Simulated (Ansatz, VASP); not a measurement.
## LiCl in VASP and in Ansatz

Contents of INCAR:

```
PREC = Accurate ; ENCUT = 600
EDIFF = 1E-7 ; ISMEAR = 0
SIGMA = 0.1 ; LREAL = False
LASPH = True ; NELM = 100
ALGO = Normal ; ISIF = 3
LWAVE = False ; LCHARG = False
GGA = PE ; IBRION = 2
NSW = 90 ; EDIFFG = -0.04
```

KPOINTS

```
regular mesh
0
Gamma
  6 6 6
```

The input POSCAR:

```
LiCl
1.0
    0.0000000000      2.4796039400      2.4796039400
    2.4796039400      0.0000000000      2.4796039400
    2.4796039400      2.4796039400      0.0000000000
Li Cl
1 1
Direct
    0.2500000000      0.2500000000      0.2500000000
    0.5000000000      0.5000000000      0.5000000000
```

Input for Ansatz:

```yaml
crystal:
  lattice:
    - [0.0, 2.47960394, 2.47960394]
    - [2.47960394, 0.0, 2.47960394]
    - [2.47960394, 2.47960394, 0.0]
  atoms:
    - { symbol: Li, position: [0.25, 0.25, 0.25] }
    - { symbol: Cl, position: [0.5, 0.5, 0.5] }
basis:
  ecutwfc: 420
kpoints:
  mp_grid: { grid: [6, 6, 6] }
hamiltonian:
  xc: pbe
scf:
  occupations: { method: gaussian, width: 0.1 }
  lower_state_search: "off"
output:
  forces: true
  stress: true
  eigenvalues: true
relax:
  adjacent_minimum: "off"
  f_tol: 0.04
  max_steps: 70
  cell: { stress_tol: 0.4 }
```

Alike in both runs: task relaxation of cell and atoms; functional PBE; k mesh 6 × 6 × 6; occupations gaussian, width 0.1 eV; no spin polarisation.

|  | VASP | Ansatz |
| --- | --- | --- |
| version | VASP 6.6.1 | Ansatz 0.2.0 |
| potentials or method | VASP PAW PBE potentials, release 64 (Li_sv, Cl), cutoff 600 eV | scalar-relativistic, plane waves, PAW |
| valence electrons in the cell | 10 | 10 |

VASP gave:

```
gap on the k mesh at the Fermi level, each at its own relaxed structure (eV) : 6.00
relaxed volume (Å³/atom)                                                     : 20.76
relaxed cell length with the largest relative difference (Å)                 : 3.887
```

Question: What did Ansatz give for the same quantities?

Answer: gap on the k mesh at the Fermi level, each at its own relaxed structure (eV): 5.99; relaxed volume (Å³/atom): 20.74; relaxed cell length with the largest relative difference (Å): 3.886.

Noted on VASP's run: the cutoff is short for stress, so the pressure is rough; the volume moved by over 15 % at a fixed basis, so the end points are rough.
